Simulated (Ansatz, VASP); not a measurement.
This is a calculation of CoO for Ansatz 0.2.0.

File input.yaml:

```yaml
crystal:
  lattice:
    - [0.0, 2.1315, 2.1315]
    - [2.1315, 0.0, 2.1315]
    - [2.1315, 2.1315, 0.0]
  atoms:
    - { symbol: Co, position: [0.0, 0.0, 0.0], spin: 2.0 }
    - { symbol: O, position: [0.5, 0.5, 0.5] }
kpoints:
  mp_grid: { grid: [11, 11, 11] }
scf:
  occupations: { method: gaussian, width: 0.023 }
hamiltonian:
  xc: pbe
  pseudopotentials: { kind: all_electron, lapw: { basis_error: 0.001 } }
magnetization:
  spin_polarized: true
output:
  forces: true
  stress: true
  eigenvalues: true
```

Potentials or basis: all-electron LAPW, scalar-relativistic.

The run is started by

```console
$ ansatz run input.yaml --threads 2 --pin off --max-ram 6144MiB --backend cpu --events-out ev --progress --plain --runs-dir out
```

Problem. Translate it to VASP 6.6.1. Potentials there: VASP PAW PBE potentials, release 64 (Co, O).

Solution. As run (the cutoff follows the program's own potentials):

The input INCAR:

```
PREC = Accurate
ENCUT = 520
EDIFF = 1E-6
ISMEAR = 0
SIGMA = 0.023
LREAL = False
LASPH = True
NELM = 150
ALGO = Normal
ISIF = 2
LWAVE = False
LCHARG = False
ISPIN = 2
MAGMOM = 2 0
LORBIT = 11
LMAXMIX = 4
GGA = PE
NBANDS = 18
```

Contents of KPOINTS:

```
regular mesh
0
Gamma
  11 11 11
```

File POSCAR:

```
CoO
1.0
    0.0000000000      2.1315000000      2.1315000000
    2.1315000000      0.0000000000      2.1315000000
    2.1315000000      2.1315000000      0.0000000000
Co O
1 1
Direct
    0.0000000000      0.0000000000      0.0000000000
    0.5000000000      0.5000000000      0.5000000000
```

Potentials or basis: VASP PAW PBE potentials, release 64 (Co, O).

Command:

```console
$ cat potpaw_PBE.64/Co/POTCAR potpaw_PBE.64/O/POTCAR > POTCAR
$ mpirun -np 1 vasp_std > vasp.out
```

Both were run:

|  | VASP | Ansatz | Ansatz less VASP |
| --- | --- | --- | --- |
| gap on the k mesh at the Fermi level (eV) | none | none | - |
| pressure (GPa) | -2.4 | -1.7 | +0.72 |
| net moment per atom (μB) | 1.46 | 1.49 | +0.027 |
| size of the moment on the site where the two differ most (μB) | 2.57 | 2.62 | +0.055 |

Site moments also hang on the region over which each program counts them. A gap of «none» marks a metal or a gap that the smearing closes. Ansatz ran all-electron here, and VASP with PAW potentials.
